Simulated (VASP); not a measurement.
# W (I4/mmm) in VASP: notebook

W is run at these levels: PBEsol; tasks: single point.

Program: VASP 6.6.1. These are calculated values, not measurements. Logs are shortened: lines on timing, memory, paths and dates and some standing lists are left out, and cuts for length are marked.

## 1. The cell of the first run

Symmetry: I4/mmm, No. 139, tetragonal system. Conventional cell: a = 2.742 Å, b = 2.742 Å, c = 4.118 Å, α = 90.00°, β = 90.00°, γ = 90.00°. Within 3.6 Å of W (site symmetry 4/mmm) lie 12 W at 2.74 to 2.83 Å.

## 2. Single point, PBEsol (strain -0.030 along x and y, +0.030 along z)

Input file INCAR:

```
SYSTEM = W
PREC = Accurate
ENCUT = 520
EDIFF = 1E-6
ISMEAR = 0
SIGMA = 0.15
LREAL = .FALSE.
LASPH = .TRUE.
NELM = 80
ALGO = Fast
ISIF = 2
LWAVE = .FALSE.
LCHARG = .FALSE.
GGA = PS
NBANDS = 13
```

Input file KPOINTS:

```
Automatic mesh
0
G
  26 26 26
  0 0 0
```

Input file POSCAR:

```
W
1.0
    0.0000000000      1.9390258939      2.0589656399
    1.9390258939      0.0000000000      2.0589656399
    1.9390258939      1.9390258939      0.0000000000
W
1
Direct
    0.0000000000      0.0000000000      0.0000000000
```

Potentials or basis: VASP PAW PBE potentials, release 64 (W_sv).

Command:

```bash
$ cat potpaw_PBE.64/W_sv/POTCAR > POTCAR
$ mpirun -np 1 vasp_std > vasp.out
```

OUTCAR:

```text
SYSTEM = W
   PREC = Accurate
   ENCUT = 520
   EDIFF = 1E-6
   ISMEAR = 0
   LREAL = .FALSE.
   LASPH = .TRUE.
   NELM = 80
   ISIF = 2
   GGA = PS

 ion  position               nearest neighbor table
   1  0.000  0.000  0.000-

  LATTYP: Found a body centered tetragonal cell.
 ALAT       =     2.7421967169
 C/A-ratio  =     1.5016906899

  Lattice vectors:

 A1 = (  -1.9390258939,   0.0000000000,   2.0589656399)
 A2 = (   1.9390258939,   0.0000000000,   2.0589656399)
 A3 = (   0.0000000000,   1.9390258939,  -2.0589656399)

Analysis of symmetry for initial positions (statically):
=====================================================================
 Subroutine PRICEL returns:
 Original cell was already a primitive cell.

 Routine SETGRP: Setting up the symmetry group for a
 body centered tetragonal supercell.

 Subroutine GETGRP returns: Found 16 space group operations
 (whereof 16 operations were pure point group operations)
 out of a pool of 16 trial point group operations.

The static configuration has the point symmetry D_4h.

Analysis of symmetry for dynamics (positions and initial velocities):
=====================================================================
 Subroutine PRICEL returns:
 Original cell was already a primitive cell.

 Routine SETGRP: Setting up the symmetry group for a
 body centered tetragonal supercell.

 Subroutine GETGRP returns: Found 16 space group operations
 (whereof 16 operations were pure point group operations)
 out of a pool of 16 trial point group operations.

The dynamic configuration has the point symmetry D_4h.

 Subroutine INISYM returns: Found 16 space group operations
 (whereof 16 operations are pure point group operations),
 and found     1 'primitive' translations

----------------------------------------------------------------------------------------

                                     Primitive cell

  volume of cell :      15.4827

  direct lattice vectors                    reciprocal lattice vectors
     0.000000000  1.939025894  2.058965640    -0.257861435  0.257861435  0.242840381
     1.939025894  0.000000000  2.058965640     0.257861435 -0.257861435  0.242840381
     1.939025894  1.939025894  0.000000000     0.257861435  0.257861435 -0.242840381

  length of vectors
     2.828278792  2.828278792  2.742196717     0.438128395  0.438128395  0.438128395

  position of ions in fractional coordinates (direct lattice)
     0.000000000  0.000000000  0.000000000

  ion indices of the primitive-cell ions
   primitive index   ion index
                 1           1

----------------------------------------------------------------------------------------

 KPOINTS: Automatic mesh

Automatic generation of k-mesh.
 Grid dimensions read from file:
 generate k-points for:   26   26   26

 Generating k-lattice:

  Cartesian coordinates                     Fractional coordinates (reciprocal lattice)
    -0.009917748  0.009917748  0.009340015     0.038461538  0.000000000  0.000000000
     0.009917748 -0.009917748  0.009340015     0.000000000  0.038461538  0.000000000
     0.009917748  0.009917748 -0.009340015     0.000000000  0.000000000  0.038461538

  Length of vectors
     0.016851092  0.016851092  0.016851092

  Shift w.r.t. Gamma in fractional coordinates (k-lattice)
     0.000000000  0.000000000  0.000000000

 Subroutine IBZKPT returns following result:
 ===========================================

 Found   1330 irreducible k-points:

 Following reciprocal coordinates:
            Coordinates               Weight
  0.000000  0.000000  0.000000      1.000000
  0.038462  0.000000  0.000000      8.000000
  0.076923  0.000000  0.000000      8.000000
  0.115385  0.000000  0.000000      8.000000
  0.153846  0.000000  0.000000      8.000000
  0.192308  0.000000  0.000000      8.000000
[... 16 lines left out ...]
  0.346154  0.038462  0.000000      8.000000
  0.384615  0.038462  0.000000      8.000000
 [... further k-points ...]
   k-points           NKPTS =   1330   k-points in BZ     NKDIM =   1330   number of bands    NBANDS=     13
   number of dos      NEDOS =    301   number of ions     NIONS =      1
   total plane-waves  NPLWV =  11520
   dimension x,y,z NGX =    24 NGY =   24 NGZ =   20
   dimension x,y,z NGXF=    48 NGYF=   48 NGZF=   40
   ions per type =               1
   NGX,Y,Z   is equivalent  to a cutoff of  14.11, 14.11, 12.13 a.u.
   NGXF,Y,Z  is equivalent  to a cutoff of  28.21, 28.21, 24.25 a.u.
 SYSTEM =  W
   PREC   = accura    normal or accurate (medium, high low for compatibility)
   ISTART =      0    job   : 0-new  1-cont  2-samecut
   ICHARG =      2    charge: 1-file 2-atom 10-const
   ISPIN  =      1    spin polarized calculation?
   LNONCOLLINEAR =      F non collinear calculations
   LSORBIT =      F    spin-orbit coupling
   LASPH  =      T    aspherical Exc in radial PAW
   ENCUT  =  520.0 eV  38.22 Ry    6.18 a.u.   5.26  5.26  5.10*2*pi/ulx,y,z
   NELM   =     80;   NELMIN=  2; NELMDL= -5     # of ELM steps
   EDIFF  = 0.1E-05   stopping-criterion for ELM
   LREAL  =      F    real-space projection
   EDIFFG = 0.1E-04   stopping-criterion for IOM
   NSW    =      0    number of steps for IOM
   IBRION =     -1    ionic relax: 0-MD 1-quasi-New 2-CG
   NFREE  =      0    steps in history (QN), initial steepest desc. (CG)
   ISIF   =      2    stress and relaxation
   ISYM   =      2    0-nonsym 1-usesym 2-fastsym
   POTIM  = 0.5000    time-step for ionic-motion
   TEBEG  =    0.0;   TEEND  =   0.0 temperature during run
   PSTRESS=    0.0 pullay stress
   NELECT =      14.0000    total number of electrons
   NUPDOWN=      -1.0000    fix difference up-down
   EMIN   =  10.00;   EMAX   =-10.00  energy-range for DOS
   EFERMI =   0.00;   METHOD = LEGACY
   ISMEAR =     0;   SIGMA  =   0.15  broadening in eV -4-tet -1-fermi 0-gaus
   EFERMI_NEDOS =   21; number of points for ismear=-14 and -15
   IALGO  =     68    algorithm
   IMIX   =      4    mixing-type and parameters
     AMIX     =   0.40;   BMIX     =  1.00
     AMIX_MAG =   1.60;   BMIX_MAG =  1.00
  volume/ion in A,a.u.               =      15.48       104.48
  Fermi-wavevector in a.u.,A,eV,Ry     =   1.583077  2.991582 34.098012  2.506133
  Thomas-Fermi vector in A             =   2.682903
   LORBIT       =      0    0 simple, 1 ext, 2 COOP (PROOUT), +10 PAW based schemes
   GGA     = PS    functional components
   LHFCALC =     F    Hartree Fock is set to
   AEXX    =    0.0000 exact exchange contribution
   IVDW    =     0    specifies the selected vdW correction
   LEPSILON=     F    determine dielectric tensor
   LRPA    =     F    only Hartree local field effects (RPA)
 non-spin polarized calculation
 RMM-DIIS sequential band-by-band and
 Gauss-broadening in eV      SIGMA  =   0.15
  energy-cutoff  :      520.00
  volume of cell :       15.48
 maximum number of plane-waves:       428
 NGX is ok and might be reduce to    24
   NGX = 11   NGY = 11   NGZ = 11

 number of electron      13.9999999 magnetization

 Free energy of the ion-electron system (eV)
  ---------------------------------------------------
  ext. energy  EPLUGINS =         0.00000000
  ---------------------------------------------------
  free energy    TOTEN  =       -13.32875504 eV

  energy without entropy =      -13.31709358  energy(sigma->0) =      -13.32292431

 E-fermi :  11.2266     XC(G=0): -13.8848

 val. band max:       11.2229894609   @ k =   0.5000   0.1154   0.0000
 cond. band min:      11.2268338130   @ k =   0.4615   0.0769   0.0000
 fundamental gap:      0.0038443522
 Fermi energy:        11.2265907456

 k-point     1 :       0.0000    0.0000    0.0000
  band No.  band energies     occupation
      1     -62.3991      2.00000
      2     -25.9836      2.00000
      3     -25.9170      2.00000
      4     -25.9170      2.00000
      5       1.8283      2.00000
      6       9.9396      2.00000
      7      10.8106      1.99991
      8      10.8106      1.99991
      9      13.1702      0.00000
     10      14.5135      0.00000
     11      24.0872      0.00000
     12      28.1910      0.00000
     13      30.2274      0.00000

 k-point     2 :       0.0385    0.0000    0.0000
  band No.  band energies     occupation
      1     -62.3971      2.00000
      2     -25.9932      2.00000
      3     -25.9331      2.00000
      4     -25.9189      2.00000
      5       1.8990      2.00000
      6       9.9509      2.00000
      7      10.7741      1.99998
      8      10.8445      1.99968
      9      13.1475      0.00000
     10      14.4708      0.00000
     11      24.2316      0.00000
     12      28.2177      0.00000
     13      29.9737      0.00000

 k-point     3 :       0.0769    0.0000    0.0000
  band No.  band energies     occupation
      1     -62.3912      2.00000
      2     -26.0370      2.00000
      3     -25.9648      2.00000
      4     -25.9244      2.00000
      5       2.1071      2.00000
      6       9.9612      2.00000
      7      10.6927      2.00000
      8      10.9416      1.99279
      9      13.0927      0.00000
     10      14.3536      0.00000
     11      24.6432      0.00000
     12      28.0999      0.00000
     13      29.6864      0.00000

 k-point     4 :       0.1154    0.0000    0.0000
  band No.  band energies     occupation
      1     -62.3816      2.00000
      2     -26.1314      2.00000
      3     -25.9903      2.00000
      4     -25.9333      2.00000
      5       2.4404      2.00000
      6       9.9057      2.00000
      7      10.6389      2.00000
      8      11.0867      1.81270
      9      13.0451      0.00000
     10      14.1940      0.00000
     11      25.2426      0.00000
     12      27.5787      0.00000
     13      29.9702      0.00000

 k-point     5 :       0.1538    0.0000    0.0000
  band No.  band energies     occupation
      1     -62.3691      2.00000
      2     -26.2625      2.00000
      3     -26.0151      2.00000
      4     -25.9450      2.00000
      5       2.8771      2.00000
      6       9.7577      2.00000
      7      10.6418      2.00000
      8      11.2500      0.82559
      9      13.0656      0.00000
     10      14.0433      0.00000
     11      25.7271      0.00000
     12      27.1482      0.00000
     13      30.6828      0.00000

 k-point     6 :       0.1923    0.0000    0.0000
  band No.  band energies     occupation
      1     -62.3542      2.00000
      2     -26.4171      2.00000
      3     -26.0421      2.00000
      4     -25.9587      2.00000
      5       3.3834      2.00000
      6       9.5860      2.00000
      7      10.6360      2.00000
      8      11.3828      0.14094
      9      13.2193      0.00000
     10      13.9702      0.00000
     11      25.4310      0.00000
     12      27.5830      0.00000
     13      31.6434      0.00000

 k-point     7 :       0.2308    0.0000    0.0000
  band No.  band energies     occupation
      1     -62.3378      2.00000
      2     -26.5841      2.00000
      3     -26.0709      2.00000
      4     -25.9738      2.00000
      5       3.9107      2.00000
      6       9.4787      2.00000
      7      10.5692      2.00000
      8      11.4313      0.05358
      9      13.5390      0.00000
     10      14.0423      0.00000
     11      24.7859      0.00000
     12      28.3328      0.00000
     13      32.7760      0.00000
[... 193 lines left out ...]
 k-point    20 :       0.2308    0.0385    0.0000
  band No.  band energies     occupation
      1     -62.3436      2.00000
      2     -26.5206      2.00000
      3     -26.0534      2.00000
      4     -25.9867      2.00000
      5       3.7645      2.00000
      6       9.3833      2.00000
      7      10.6242      2.00000
      8      11.4881      0.01369
      9      13.1178      0.00000
     10      14.3444      0.00000
     11      25.2215      0.00000
     12      28.1206      0.00000
     13      32.8797      0.00000

 k-point    21 :       0.2692    0.0385    0.0000
  band No.  band energies     occupation
      1     -62.3270      2.00000
      2     -26.6859      2.00000
      3     -26.0849      2.00000
      4     -26.0023      2.00000
      5       4.2738      2.00000
      6       9.3964      2.00000
      7      10.4391      2.00000
      8      11.4741      0.01960
      9      13.5598      0.00000
     10      14.5369      0.00000
     11      24.5705      0.00000
     12      28.6542      0.00000
     13      33.7344      0.00000

 k-point    22 :       0.3077    0.0385    0.0000
  band No.  band energies     occupation
      1     -62.3104      2.00000
      2     -26.8480      2.00000
      3     -26.1161      2.00000
      4     -26.0169      2.00000
      5       4.7001      2.00000
      6       9.5738      2.00000
      7      10.2486      2.00000
      8      11.3747      0.16269
      9      14.1208      0.00000
     10      14.8608      0.00000
     11      23.9667      0.00000
     12      28.3761      0.00000
     13      33.9161      0.00000

 k-point    23 :       0.3462    0.0385    0.0000
  band No.  band energies     occupation
      1     -62.2948      2.00000
      2     -26.9977      2.00000
      3     -26.1453      2.00000
      4     -26.0296      2.00000
      5       4.9959      2.00000
      6       9.8952      2.00000
      7      10.1282      2.00000
      8      11.2280      0.98934
      9      14.7553      0.00000
     10      15.2634      0.00000
     11      23.4408      0.00000
     12      27.3580      0.00000
     13      33.4420      0.00000

 k-point    24 :       0.3846    0.0385    0.0000
  band No.  band energies     occupation
      1     -62.2811      2.00000
      2     -27.1270      2.00000
      3     -26.1712      2.00000
      4     -26.0396      2.00000
      5       5.1608      2.00000
      6       9.8786      2.00000
      7      10.5367      2.00000
      8      11.0721      1.85466
      9      15.4151      0.00000
     10      15.6784      0.00000
     11      23.0038      0.00000
     12      26.1239      0.00000
     13      32.3335      0.00000

 [... further k-points ...]
[... 5 lines left out ...]
  --------------------------------------------------------------------------------------
  -------------------------------------------------------------------------------------
  Total        0.6604420      0.6604420      1.8657767      0.0000000     -0.0000000     -0.0000000
  in kB       68.3437715     68.3437715    193.0740645      0.0000000     -0.0000000     -0.0000000
  external PRESSURE =     109.9205358 kB  Pullay stress =       0.0000000 kB

 VOLUME and BASIS-vectors are now :
 -----------------------------------------------------------------------------
  energy-cutoff  :      520.00
  volume of cell :       15.48
      direct lattice vectors                 reciprocal lattice vectors
     0.000000000  1.939025894  2.058965640    -0.257861435  0.257861435  0.242840381
     1.939025894  0.000000000  2.058965640     0.257861435 -0.257861435  0.242840381
     1.939025894  1.939025894  0.000000000     0.257861435  0.257861435 -0.242840381

 POSITION                                       TOTAL-FORCE (eV/Angst)
 -----------------------------------------------------------------------------------
      0.00000      0.00000      0.00000         0.000000     -0.000000      0.000000
 -----------------------------------------------------------------------------------
    total drift:                                0.000000      0.000000      0.000000

  FREE ENERGIE OF THE ION-ELECTRON SYSTEM (eV)
  ---------------------------------------------------
  free  energy   TOTEN  =       -13.3287550364 eV

  energy  without entropy=      -13.3170935801  energy(sigma->0) =      -13.32292431
```

It took 84 s on 1 thread of Intel Xeon 6975P-C (Granite Rapids), shared host; peak memory 0.34 GiB.

Results:

* Free energy: -13.3288 eV
* Pressure: 11.0 GPa
* Band gap on the k mesh: zero (bands 7 and 8 overlap by 4.30 eV)

Caveat: the cell differs from its parent crystal (strain -0.030 along x and y, +0.030 along z); the cell stands under pressure; the PAW data sets were made with another functional, which shifts forces and pressure a little; spin-orbit coupling is left out, which moves the levels of the heavy elements.

[end of part 1 of 3]
